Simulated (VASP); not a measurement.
# Al2O3 (P-3m1) in VASP: notebook, part 2 of 2

VASP 6.6.1.

## 4. Single point, LDA (strain +0.000 along x and y, +0.040 along z)

INCAR reads:

```
  PREC = Accurate
  ENCUT = 520
  EDIFF = 1E-7
  ISMEAR = 0
  SIGMA = 0.05
  LREAL = False
  LASPH = True
  NELM = 100
  ALGO = Normal
  ISIF = 2
  LWAVE = False
  LCHARG = False
  GGA = CA
  NBANDS = 20
```

KPOINTS reads:

```
Automatic mesh
0
Gamma
  12 12 4
```

POSCAR reads:

```
Al2O3
1.0
    3.0174825440      0.0000000000      0.0000000000
   -1.5087412720      2.6132165386      0.0000000000
    0.0000000000      0.0000000000      7.8776214423
Al O
2 3
Direct
    0.0000000000      0.0000000000      0.2779510000
    0.0000000000      0.0000000000      0.7220490000
    0.3333333333      0.6666666667      0.1994540000
    0.6666666667      0.3333333333      0.8005460000
    0.0000000000      0.0000000000      0.5000000000
```

Potentials or basis: VASP PAW LDA potentials, release 64 (Al, O).

Command:

```
> cat potpaw_LDA.64/Al/POTCAR potpaw_LDA.64/O/POTCAR > POTCAR
> mpirun -np 1 vasp_std > vasp.out
```

OUTCAR:

```text
PREC = Accurate
   ENCUT = 520
   EDIFF = 1E-7
   ISMEAR = 0
   LREAL = False
   LASPH = True
   NELM = 100
   ISIF = 2
   GGA = CA

 ion  position               nearest neighbor table
   1  0.000  0.000  0.278-   5 1.75   3 1.85   3 1.85   3 1.85
   2  0.000  0.000  0.722-   5 1.75   4 1.85   4 1.85   4 1.85
   3  0.333  0.667  0.199-   1 1.85   1 1.85   1 1.85
   4  0.667  0.333  0.801-   2 1.85   2 1.85   2 1.85
   5  0.000  0.000  0.500-   1 1.75   2 1.75

[... 749 lines left out ...]

 [... further k-points ...]
[... 5 lines left out ...]
  --------------------------------------------------------------------------------------
  -------------------------------------------------------------------------------------
  Total       -3.1518422     -3.1518422     -9.4327031      0.0000000      0.0000000     -0.0000000
  in kB      -81.2942397    -81.2942397   -243.2940430      0.0000000      0.0000000     -0.0000000
  external PRESSURE =    -135.2941741 kB  Pullay stress =       0.0000000 kB

 VOLUME and BASIS-vectors are now :
 -----------------------------------------------------------------------------
  energy-cutoff  :      520.00
  volume of cell :       62.12
      direct lattice vectors                 reciprocal lattice vectors
     3.017482544  0.000000000  0.000000000     0.331402083  0.191335082  0.000000000
    -1.508741272  2.613216539  0.000000000     0.000000000  0.382670163  0.000000000
     0.000000000  0.000000000  7.877621442     0.000000000  0.000000000  0.126941870

 POSITION                                       TOTAL-FORCE (eV/Angst)
 -----------------------------------------------------------------------------------
      0.00000      0.00000      2.18959        -0.000000     -0.000000      1.567019
      0.00000      0.00000      5.68803         0.000000      0.000000     -1.567019
     -0.00000      1.74214      1.57122         0.000000     -0.000000      0.750220
      1.50874      0.87107      6.30640        -0.000000      0.000000     -0.750220
      0.00000      0.00000      3.93881         0.000000      0.000000      0.000000
 -----------------------------------------------------------------------------------
    total drift:                                0.000000      0.000000     -0.000000

  FREE ENERGIE OF THE ION-ELECTRON SYSTEM (eV)
  ---------------------------------------------------
  free  energy   TOTEN  =       -39.4461472782 eV

  energy  without entropy=      -39.4461472782  energy(sigma->0) =      -39.44614728
```

OSZICAR:

```text
N       E                     dE             d eps       ncg     rms          rms(c)
DAV:   1     0.100881325957E+03    0.10088E+03   -0.12522E+04  2768   0.109E+03
DAV:   2    -0.376945520332E+02   -0.13858E+03   -0.13410E+03  3416   0.238E+02
DAV:   3    -0.449022237006E+02   -0.72077E+01   -0.71814E+01  3516   0.566E+01
DAV:   4    -0.449569488669E+02   -0.54725E-01   -0.54708E-01  3604   0.554E+00
DAV:   5    -0.449574472545E+02   -0.49839E-03   -0.49838E-03  3348   0.502E-01    0.134E+01
DAV:   6    -0.397465947351E+02    0.52109E+01   -0.18958E+01  3100   0.282E+01    0.528E+00
DAV:   7    -0.395840885953E+02    0.16251E+00   -0.48917E-01  3336   0.504E+00    0.263E+00
DAV:   8    -0.394687397937E+02    0.11535E+00   -0.10434E-01  3392   0.278E+00    0.840E-01
DAV:   9    -0.394463920612E+02    0.22348E-01   -0.42263E-02  3648   0.163E+00    0.216E-01
DAV:  10    -0.394463667242E+02    0.25337E-04   -0.42022E-03  3212   0.459E-01    0.135E-01
DAV:  11    -0.394461657223E+02    0.20100E-03   -0.84996E-04  3628   0.187E-01    0.308E-02
DAV:  12    -0.394461467248E+02    0.18997E-04   -0.10874E-04  3792   0.790E-02    0.105E-02
DAV:  13    -0.394461473568E+02   -0.63199E-06   -0.14135E-05  3536   0.280E-02    0.558E-03
DAV:  14    -0.394461472709E+02    0.85942E-07   -0.15153E-06  3432   0.820E-03    0.220E-03
DAV:  15    -0.394461472782E+02   -0.73371E-08   -0.62391E-08  2084   0.182E-03
   1 F= -.39446147E+02 E0= -.39446147E+02  d E =-.664847E-20
```

stdout:

```text
POSCAR found type information on POSCAR AlO
 POSCAR found :  2 types and       5 ions
 scaLAPACK will be used
 LDA part: xc-table for (Slater(with rela. corr.)+CA(PZ))
 , standard interpolation
 POSCAR, INCAR and KPOINTS ok, starting setup
 FFT: planning ... GRIDC
 FFT: planning ... GRID_SOFT
 FFT: planning ... GRID
 WAVECAR not read
 entering main loop
```

Wall time 33 s (1 thread of Intel Xeon 6975P-C (Granite Rapids), shared host); peak memory 0.19 GiB.

What came out:

* Free energy: -39.4461 eV
* Pressure: -13.5 GPa
* Largest force: 1.567 eV/Å
* Band gap on the k mesh: 1.51 eV, direct

Forces on the atoms (eV/Å):
```
Al   0.000  0.000  1.567
Al   0.000  0.000 -1.567
O    0.000  0.000  0.750
O    0.000  0.000 -0.750
O    0.000  0.000  0.000
```

Caveat: the cell differs from its parent crystal (strain +0.000 along x and y, +0.040 along z); forces of over 1 eV/Å act on the atoms, so gaps and moduli don't describe the material at rest. A k mesh can miss the band edges.

## 5. Overview

| cell | gap on the mesh (eV) | pressure (GPa) | largest force (eV/Å) |
| --- | --- | --- | --- |
| a = 3.138, b = 3.138, c = 6.969 Å, angles 90.0, 90.0, 120.0°, 5 atoms | 3.35 | 1.0 | 5.76 |
| a = 3.138, b = 3.138, c = 7.272 Å, angles 90.0, 90.0, 120.0°, 5 atoms | 2.69 | -9.1 | 2.60 |
| a = 3.017, b = 3.017, c = 7.878 Å, angles 90.0, 90.0, 120.0°, 5 atoms | 1.51 | -13.5 | 1.57 |

Alike in all rows: task single point; level LDA; potentials or basis VASP PAW LDA potentials, release 64 (Al, O); no spin polarisation; k mesh 12 × 12 × 4; cutoff (eV) 520; smearing gaussian 0.05 eV.

Caveats: forces of over 1 eV/Å act on the atoms, so gaps and moduli don't describe the material at rest.

Absolute energies hang on the potentials; compare differences alone.
